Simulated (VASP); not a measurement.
# AgRh (P-6m2) in VASP: further runs

AgRh is run at these levels: r2SCAN; tasks: single point.

All numbers are computed with VASP 6.6.1; they aren't measurements. Logs are shortened: lines on timing, memory, paths and dates and some standing lists are left out, and cuts for length are marked.

**1. The cell of the first run**

It takes space group P-6m2 (No. 187, hexagonal). The conventional cell has a = 2.721 Å, b = 2.721 Å, c = 4.710 Å, α = 90.00°, β = 90.00°, γ = 120.00°. Ag (site symmetry -6m2) has 6 Ag at 2.72 Å and 6 Rh at 2.83 Å within 3.6 Å. Rh (site symmetry -6m2) has 6 Rh at 2.72 Å and 6 Ag at 2.83 Å within 3.6 Å.

**2. Single point, r2SCAN**

Contents of POSCAR:

```
AgRh
1.0
    2.7208868163      0.0000000000      0.0000000000
   -1.3604434081      2.3563571037      0.0000000000
    0.0000000000      0.0000000000      4.7104397215
Ag Rh
1 1
Direct
    0.0000000000      0.0000000000      0.5000000000
    0.6666666667      0.3333333333      0.0000000000
```

Contents of INCAR.step1:

```
SYSTEM = AgRh
PREC = Accurate
ENCUT = 690
ISMEAR = -1
SIGMA = 0.05
LREAL = .False.
LASPH = .True.
NELM = 120
NBANDS = 25
GGA = PE
ALGO = Normal
EDIFF = 1E-5
LWAVE = .True.
LCHARG = .False.
GGA_COMPAT = .False.
```

Contents of INCAR.step2:

```
SYSTEM = AgRh
PREC = Accurate
ENCUT = 690
EDIFF = 1E-6
ISMEAR = -1
SIGMA = 0.05
LREAL = .False.
LASPH = .True.
NELM = 120
ALGO = Normal
ISIF = 2
LWAVE = .False.
LCHARG = .False.
METAGGA = R2SCAN
LMIXTAU = .True.
NBANDS = 25
ISTART = 1
GGA_COMPAT = .False.
```

Contents of KPOINTS:

```
Automatic mesh
0
Gamma
  11 11 6
  0 0 0
```

Potentials or basis: VASP PAW PBE potentials, release 64 (Ag_sv_GW, Rh_sv_GW).

On the command line:

```bash
$ cat potpaw_PBE.64/Ag_sv_GW/POTCAR potpaw_PBE.64/Rh_sv_GW/POTCAR > POTCAR
$ cp INCAR.step1 INCAR
$ mpirun -np 1 vasp_std > vasp.out
$ cp INCAR.step2 INCAR
$ mpirun -np 1 vasp_std > vasp.out
```

OUTCAR:

```text
SYSTEM = AgRh
   PREC = Accurate
   ENCUT = 690
   EDIFF = 1E-6
   ISMEAR = -1
   LREAL = .False.
   LASPH = .True.
   NELM = 120
   ISIF = 2
   METAGGA = R2SCAN
   ISTART = 1

 ion  position               nearest neighbor table
   1  0.000  0.000  0.500-
   2  0.667  0.333  0.000-

  LATTYP: Found a hexagonal cell.
 ALAT       =     2.7208868163
 C/A-ratio  =     1.7312148720

  Lattice vectors:

 A1 = (   2.7208868163,   0.0000000000,   0.0000000000)
 A2 = (  -1.3604434081,   2.3563571037,   0.0000000000)
 A3 = (   0.0000000000,   0.0000000000,   4.7104397215)

Analysis of symmetry for initial positions (statically):
=====================================================================
 Subroutine PRICEL returns:
 Original cell was already a primitive cell.

 Routine SETGRP: Setting up the symmetry group for a
 hexagonal supercell.

 Subroutine GETGRP returns: Found 12 space group operations
 (whereof 12 operations were pure point group operations)
 out of a pool of 24 trial point group operations.

The static configuration has the point symmetry D_3h.

Analysis of symmetry for dynamics (positions and initial velocities):
=====================================================================
 Subroutine PRICEL returns:
 Original cell was already a primitive cell.

 Routine SETGRP: Setting up the symmetry group for a
 hexagonal supercell.

 Subroutine GETGRP returns: Found 12 space group operations
 (whereof 12 operations were pure point group operations)
 out of a pool of 24 trial point group operations.

The dynamic configuration has the point symmetry D_3h.

 Subroutine INISYM returns: Found 12 space group operations
 (whereof 12 operations are pure point group operations),
 and found     1 'primitive' translations

----------------------------------------------------------------------------------------

                                     Primitive cell

  volume of cell :      30.2004

  direct lattice vectors                    reciprocal lattice vectors
     2.720886816  0.000000000  0.000000000     0.367527232  0.212191946  0.000000000
    -1.360443408  2.356357104  0.000000000     0.000000000  0.424383893  0.000000000
     0.000000000  0.000000000  4.710439722     0.000000000  0.000000000  0.212294405

  length of vectors
     2.720886816  2.720886816  4.710439722     0.424383893  0.424383893  0.212294405

  position of ions in fractional coordinates (direct lattice)
     0.000000000  0.000000000  0.500000000
     0.666666667  0.333333333  0.000000000

  ion indices of the primitive-cell ions
   primitive index   ion index
                 1           1
                 2           2

----------------------------------------------------------------------------------------

 KPOINTS: Automatic mesh

Automatic generation of k-mesh.
 Grid dimensions read from file:
 generate k-points for:   11   11    6

 Generating k-lattice:

  Cartesian coordinates                     Fractional coordinates (reciprocal lattice)
     0.033411567  0.019290177  0.000000000     0.090909091  0.000000000  0.000000000
     0.000000000  0.038580354  0.000000000     0.000000000  0.090909091  0.000000000
     0.000000000  0.000000000  0.035382401     0.000000000  0.000000000  0.166666667

  Length of vectors
     0.038580354  0.038580354  0.035382401

  Shift w.r.t. Gamma in fractional coordinates (k-lattice)
     0.000000000  0.000000000  0.000000000

 Subroutine IBZKPT returns following result:
 ===========================================

 Found     64 irreducible k-points:

 Following reciprocal coordinates:
            Coordinates               Weight
  0.000000  0.000000  0.000000      1.000000
  0.090909  0.000000  0.000000      6.000000
  0.181818  0.000000  0.000000      6.000000
  0.272727  0.000000  0.000000      6.000000
  0.363636  0.000000  0.000000      6.000000
  0.454545  0.000000  0.000000      6.000000
[... 16 lines left out ...]
  0.090909  0.090909  0.166667     12.000000
  0.181818  0.090909  0.166667     24.000000
 [... further k-points ...]
   k-points           NKPTS =     64   k-points in BZ     NKDIM =     64   number of bands    NBANDS=     25
   number of dos      NEDOS =    301   number of ions     NIONS =      2
   total plane-waves  NPLWV =  23040
   dimension x,y,z NGX =    24 NGY =   24 NGZ =   40
   dimension x,y,z NGXF=    48 NGYF=   48 NGZF=   80
   ions per type =               1   1
   NGX,Y,Z   is equivalent  to a cutoff of  14.66, 14.66, 14.12 a.u.
   NGXF,Y,Z  is equivalent  to a cutoff of  29.33, 29.33, 28.23 a.u.
 SYSTEM =  AgRh
   PREC   = accura    normal or accurate (medium, high low for compatibility)
   ISTART =      1    job   : 0-new  1-cont  2-samecut
   ICHARG =      0    charge: 1-file 2-atom 10-const
   ISPIN  =      1    spin polarized calculation?
   LNONCOLLINEAR =      F non collinear calculations
   LSORBIT =      F    spin-orbit coupling
   LASPH  =      T    aspherical Exc in radial PAW
   ENCUT  =  690.0 eV  50.71 Ry    7.12 a.u.   5.83  5.83 10.09*2*pi/ulx,y,z
   NELM   =    120;   NELMIN=  2; NELMDL=  0     # of ELM steps
   EDIFF  = 0.1E-05   stopping-criterion for ELM
   LREAL  =      F    real-space projection
   EDIFFG = 0.1E-04   stopping-criterion for IOM
   NSW    =      0    number of steps for IOM
   IBRION =     -1    ionic relax: 0-MD 1-quasi-New 2-CG
   NFREE  =      0    steps in history (QN), initial steepest desc. (CG)
   ISIF   =      2    stress and relaxation
   ISYM   =      2    0-nonsym 1-usesym 2-fastsym
   POTIM  = 0.5000    time-step for ionic-motion
   TEBEG  =    0.0;   TEEND  =   0.0 temperature during run
   PSTRESS=    0.0 pullay stress
   NELECT =      36.0000    total number of electrons
   NUPDOWN=      -1.0000    fix difference up-down
   EMIN   =  10.00;   EMAX   =-10.00  energy-range for DOS
   EFERMI =   0.00;   METHOD = LEGACY
   ISMEAR =    -1;   SIGMA  =   0.05  broadening in eV -4-tet -1-fermi 0-gaus
   EFERMI_NEDOS =   21; number of points for ismear=-14 and -15
   IALGO  =     38    algorithm
   IMIX   =      4    mixing-type and parameters
     AMIX     =   0.40;   BMIX     =  1.00
     AMIX_MAG =   1.60;   BMIX_MAG =  1.00
  volume/ion in A,a.u.               =      15.10       101.90
  Fermi-wavevector in a.u.,A,eV,Ry     =   1.735820  3.280224 40.995314  3.013071
  Thomas-Fermi vector in A             =   2.809352
   LORBIT       =      0    0 simple, 1 ext, 2 COOP (PROOUT), +10 PAW based schemes
   METAGGA = R2SCAN    functional components
   LHFCALC =     F    Hartree Fock is set to
   AEXX    =    0.0000 exact exchange contribution
   IVDW    =     0    specifies the selected vdW correction
   LEPSILON=     F    determine dielectric tensor
   LRPA    =     F    only Hartree local field effects (RPA)
 non-spin polarized calculation
  energy-cutoff  :      690.00
  volume of cell :       30.20
 maximum number of plane-waves:      1275
 NGX is ok and might be reduce to    24
   NGX = 11   NGY = 11   NGZ = 21

 number of electron      35.9999990 magnetization

 Free energy of the ion-electron system (eV)
  ---------------------------------------------------
  ext. energy  EPLUGINS =         0.00000000
  ---------------------------------------------------
  free energy    TOTEN  =       -42.01976747 eV

  energy without entropy =      -41.99600737  energy(sigma->0) =      -42.00788742

 E-fermi :   8.4571     XC(G=0): -14.3249

 val. band max:        8.4215186973   @ k =   0.0909   0.0909   0.3333
 cond. band min:       8.4641173158   @ k =   0.2727   0.0000   0.0000
 fundamental gap:      0.0425986186
 Fermi energy:         8.4571496236

 k-point     1 :       0.0000    0.0000    0.0000
  band No.  band energies     occupation
      1     -85.8772      2.00000
      2     -71.7426      2.00000
      3     -48.4700      2.00000
      4     -48.3723      2.00000
      5     -48.3723      2.00000
      6     -38.6946      2.00000
[... 17 lines left out ...]
     24      28.0563      0.00000
     25      31.4011      0.00000

 k-point     2 :       0.0909    0.0000    0.0000
  band No.  band energies     occupation
      1     -85.8749      2.00000
      2     -71.7370      2.00000
      3     -48.4672      2.00000
      4     -48.3929      2.00000
      5     -48.3774      2.00000
      6     -38.6890      2.00000
[... 17 lines left out ...]
     24      27.8457      0.00000
     25      29.8509      0.00000

 k-point     3 :       0.1818    0.0000    0.0000
  band No.  band energies     occupation
      1     -85.8687      2.00000
      2     -71.7220      2.00000
      3     -48.4600      2.00000
      4     -48.4481      2.00000
      5     -48.3911      2.00000
      6     -38.7646      2.00000
[... 17 lines left out ...]
     24      27.6101      0.00000
     25      27.7620      0.00000

 k-point     4 :       0.2727    0.0000    0.0000
  band No.  band energies     occupation
      1     -85.8605      2.00000
      2     -71.7022      2.00000
      3     -48.5199      2.00000
      4     -48.4504      2.00000
      5     -48.4090      2.00000
      6     -38.9126      2.00000
[... 17 lines left out ...]
     24      25.7610      0.00000
     25      27.7018      0.00000

 k-point     5 :       0.3636    0.0000    0.0000
  band No.  band energies     occupation
      1     -85.8531      2.00000
      2     -71.6840      2.00000
      3     -48.5854      2.00000
      4     -48.4417      2.00000
      5     -48.4254      2.00000
      6     -39.0470      2.00000
[... 17 lines left out ...]
     24      23.7554      0.00000
     25      24.8366      0.00000

 k-point     6 :       0.4545    0.0000    0.0000
  band No.  band energies     occupation
      1     -85.8487      2.00000
      2     -71.6732      2.00000
      3     -48.6242      2.00000
      4     -48.4364      2.00000
      5     -48.4351      2.00000
      6     -39.1261      2.00000
[... 17 lines left out ...]
     24      22.1559      0.00000
     25      22.4625      0.00000
[... 393 lines left out ...]
 k-point    21 :       0.3636    0.0000    0.1667
  band No.  band energies     occupation
      1     -85.8531      2.00000
      2     -71.6840      2.00000
      3     -48.5855      2.00000
      4     -48.4416      2.00000
      5     -48.4254      2.00000
      6     -39.0467      2.00000
[... 17 lines left out ...]
     24      23.8989      0.00000
     25      25.4703      0.00000

 k-point    22 :       0.4545    0.0000    0.1667
  band No.  band energies     occupation
      1     -85.8486      2.00000
      2     -71.6732      2.00000
      3     -48.6243      2.00000
      4     -48.4365      2.00000
      5     -48.4351      2.00000
      6     -39.1258      2.00000
[... 17 lines left out ...]
     24      22.8972      0.00000
     25      23.3003      0.00000

 k-point    23 :       0.0909    0.0909    0.1667
  band No.  band energies     occupation
      1     -85.8706      2.00000
      2     -71.7267      2.00000
      3     -48.4619      2.00000
      4     -48.4296      2.00000
      5     -48.3880      2.00000
      6     -38.7262      2.00000
[... 17 lines left out ...]
     24      27.1168      0.00000
     25      27.9401      0.00000

 k-point    24 :       0.1818    0.0909    0.1667
  band No.  band energies     occupation
      1     -85.8635      2.00000
      2     -71.7093      2.00000
      3     -48.4900      2.00000
      4     -48.4536      2.00000
      5     -48.4069      2.00000
      6     -38.8508      2.00000
[... 17 lines left out ...]
     24      26.2933      0.00000
     25      27.4200      0.00000

 [... further k-points ...]

------------------------ aborting loop because EDIFF is reached ----------------------------------------

  FORCE on cell =-STRESS in cart. coord.  units (eV):
  Direction    XX          YY          ZZ          XY          YZ          ZX
  --------------------------------------------------------------------------------------
  -------------------------------------------------------------------------------------
  Total        0.8224208      0.8224208      0.4840576      0.0000000     -0.0000000      0.0000000
  in kB       43.6306439     43.6306439     25.6799727      0.0000000     -0.0000000      0.0000000
  external PRESSURE =      37.6470868 kB  Pullay stress =       0.0000000 kB

 VOLUME and BASIS-vectors are now :
 -----------------------------------------------------------------------------
  energy-cutoff  :      690.00
  volume of cell :       30.20
      direct lattice vectors                 reciprocal lattice vectors
     2.720886816  0.000000000  0.000000000     0.367527232  0.212191946  0.000000000
    -1.360443408  2.356357104  0.000000000     0.000000000  0.424383893  0.000000000
     0.000000000  0.000000000  4.710439722     0.000000000  0.000000000  0.212294405

 POSITION                                       TOTAL-FORCE (eV/Angst)
 -----------------------------------------------------------------------------------
      0.00000      0.00000      2.35522         0.000000     -0.000000      0.000000
      1.36044      0.78545      0.00000        -0.000000      0.000000      0.000000
 -----------------------------------------------------------------------------------
    total drift:                               -0.000000      0.000000      0.000000

  FREE ENERGIE OF THE ION-ELECTRON SYSTEM (eV)
  ---------------------------------------------------
  free  energy   TOTEN  =       -42.0197674710 eV

  energy  without entropy=      -41.9960073740  energy(sigma->0) =      -42.00788742
```

It took 2.7 min on 1 thread of Intel Xeon Platinum 8375C at 2.90GHz (Ice Lake), shared host; peak memory 0.25 GiB.

Results:

| Property | Result |
| --- | --- |
| Free energy | -42.0198 eV |
| Pressure | 3.8 GPa |
| Band gap on the k mesh | zero (bands 18 and 19 overlap by 1.55 eV) |

Stress tensor (GPa, compression positive):
```
4.36 0.00 0.00
0.00 4.36 0.00
0.00 0.00 2.57
```

Caveat: the cell stands under pressure; the PAW data sets were made with another functional, which shifts forces and pressure a little.

**3. Single point, r2SCAN**

This run uses another cell than the first one, of 15.39 Å³/atom.

Contents of POSCAR:

```
AgRh
1.0
    2.7434997626      0.0000000000      0.0000000000
   -1.3717498813      2.3759404897      0.0000000000
    0.0000000000      0.0000000000      4.7227246039
Ag Rh
1 1
Direct
    0.0000000000      0.0000000000      0.5000000000
    0.6666666667      0.3333333333      0.0000000000
```

Contents of INCAR.step1:

```
SYSTEM = AgRh
ALGO = Normal ; EDIFF = 1E-5
ENCUT = 690 ; GGA = PE
GGA_COMPAT = .False. ; ISMEAR = -1
LASPH = .True. ; LCHARG = .False.
LREAL = .False. ; LWAVE = .True.
NBANDS = 25 ; NELM = 120
PREC = Accurate ; SIGMA = 0.05
```

Contents of INCAR.step2:

```
SYSTEM = AgRh
ALGO = Normal ; EDIFF = 1E-6
ENCUT = 690 ; GGA_COMPAT = .False.
ISIF = 2 ; ISMEAR = -1
ISTART = 1 ; LASPH = .True.
LCHARG = .False. ; LMIXTAU = .True.
LREAL = .False. ; LWAVE = .False.
METAGGA = R2SCAN ; NBANDS = 25
NELM = 120 ; PREC = Accurate
SIGMA = 0.05
```

Contents of KPOINTS:

```
k-points
0
Gamma
  11 11 6
  0 0 0
```

Potentials or basis: VASP PAW PBE potentials, release 64 (Ag_sv_GW, Rh_sv_GW).

On the command line:

```bash
$ cat potpaw_PBE.64/Ag_sv_GW/POTCAR potpaw_PBE.64/Rh_sv_GW/POTCAR > POTCAR
$ cp INCAR.step1 INCAR
$ mpirun -np 1 vasp_std > vasp.out
$ cp INCAR.step2 INCAR
$ mpirun -np 1 vasp_std > vasp.out
```

OUTCAR:

```text
SYSTEM = AgRh
   EDIFF = 1E-6
   ENCUT = 690
   ISIF = 2
   ISMEAR = -1
   ISTART = 1
   LASPH = .True.
   LREAL = .False.
   METAGGA = R2SCAN
   NELM = 120
   PREC = Accurate

 ion  position               nearest neighbor table
   1  0.000  0.000  0.500-
   2  0.667  0.333  0.000-

  LATTYP: Found a hexagonal cell.
 ALAT       =     2.7434997626
 C/A-ratio  =     1.7214233689

  Lattice vectors:

[... 855 lines left out ...]
     25      27.0742      0.00000

 [... further k-points ...]

------------------------ aborting loop because EDIFF is reached ----------------------------------------

  FORCE on cell =-STRESS in cart. coord.  units (eV):
  Direction    XX          YY          ZZ          XY          YZ          ZX
  --------------------------------------------------------------------------------------
  -------------------------------------------------------------------------------------
  Total        0.0217433      0.0217433      0.0195498      0.0000000      0.0000000     -0.0000000
  in kB        1.1316280      1.1316280      1.0174663      0.0000000      0.0000000     -0.0000000
  external PRESSURE =       1.0935741 kB  Pullay stress =       0.0000000 kB

 VOLUME and BASIS-vectors are now :
 -----------------------------------------------------------------------------
  energy-cutoff  :      690.00
  volume of cell :       30.78
      direct lattice vectors                 reciprocal lattice vectors
     2.743499763  0.000000000  0.000000000     0.364497936  0.210442981  0.000000000
    -1.371749881  2.375940490  0.000000000     0.000000000  0.420885963  0.000000000
     0.000000000  0.000000000  4.722724604     0.000000000  0.000000000  0.211742179

 POSITION                                       TOTAL-FORCE (eV/Angst)
 -----------------------------------------------------------------------------------
      0.00000      0.00000      2.36136         0.000000      0.000000      0.000000
      1.37175      0.79198      0.00000        -0.000000      0.000000      0.000000
 -----------------------------------------------------------------------------------
    total drift:                               -0.000001      0.000000      0.000000

  FREE ENERGIE OF THE ION-ELECTRON SYSTEM (eV)
  ---------------------------------------------------
  free  energy   TOTEN  =       -42.0274140848 eV

  energy  without entropy=      -42.0029024073  energy(sigma->0) =      -42.01515825
```

OUTCAR.step1:

```text
SYSTEM = AgRh
   EDIFF = 1E-5
   ENCUT = 690
   GGA = PE
   ISMEAR = -1
   LASPH = .True.
   LREAL = .False.
[... 893 lines left out ...]
      0.00000      0.00000      2.36136         0.000000      0.000000      0.000000
      1.37175      0.79198      0.00000        -0.000000     -0.000000      0.000000
 -----------------------------------------------------------------------------------
    total drift:                               -0.000000      0.000000      0.000000

  FREE ENERGIE OF THE ION-ELECTRON SYSTEM (eV)
  ---------------------------------------------------
  free  energy   TOTEN  =        -6.5406160823 eV

  energy  without entropy=       -6.5158704836  energy(sigma->0) =       -6.52824328
```

OSZICAR.step1:

```text
N       E                     dE             d eps       ncg     rms          rms(c)
DAV:   1     0.888981646952E+03    0.88898E+03   -0.26209E+04  3240   0.222E+03
DAV:   2     0.580871954322E+02   -0.83089E+03   -0.78656E+03  3200   0.973E+02
DAV:   3    -0.685230139799E+01   -0.64939E+02   -0.62461E+02  5034   0.296E+02
DAV:   4    -0.878902968375E+01   -0.19367E+01   -0.19109E+01  4788   0.555E+01
DAV:   5    -0.883885020542E+01   -0.49821E-01   -0.49801E-01  5283   0.889E+00    0.439E+01
DAV:   6    -0.681741807276E+01    0.20214E+01   -0.96151E+00  4808   0.715E+01    0.187E+01
DAV:   7    -0.687595524300E+01   -0.58537E-01   -0.38004E+00  4872   0.422E+01    0.644E+00
DAV:   8    -0.654615150037E+01    0.32980E+00   -0.17911E+00  4902   0.288E+01    0.498E+00
DAV:   9    -0.654063431889E+01    0.55172E-02   -0.10129E-01  4693   0.536E+00    0.415E-01
DAV:  10    -0.654055617610E+01    0.78143E-04   -0.42676E-03  4887   0.816E-01    0.235E-01
DAV:  11    -0.654062418443E+01   -0.68008E-04   -0.32711E-04  5128   0.273E-01    0.260E-02
DAV:  12    -0.654061608226E+01    0.81022E-05   -0.17713E-05  3064   0.975E-02
   1 F= -.65406161E+01 E0= -.65282433E+01  d E =-.247456E-01
```

Wall time 3 min (1 thread of AMD EPYC 9R45 (Zen 5), shared host); peak memory 0.23 GiB.

Results:

| Item | Value |
| --- | --- |
| Free energy | -42.0274 eV |
| Pressure | 0.1 GPa |
| Band gap on the k mesh | zero (bands 18 and 19 overlap by 1.49 eV) |

Levels at points of the mesh, in eV from the Fermi level:
```csv
k point,band 15,band 16,band 17,band 18,band 19,band 20,band 21,band 22
"(0.00, 0.00, 0.00)",-3.38,-1.92,-1.92,0.14,0.14,0.34,6.04,17.31
"(0.00, 0.00, 0.50)",-3.47,-2.65,-1.70,-1.70,0.10,0.10,12.56,13.65
```

Caveat: the PAW data sets were made with another functional, which shifts forces and pressure a little.

The gap in the log of VASP goes by the Fermi energy; the results here count the filled bands.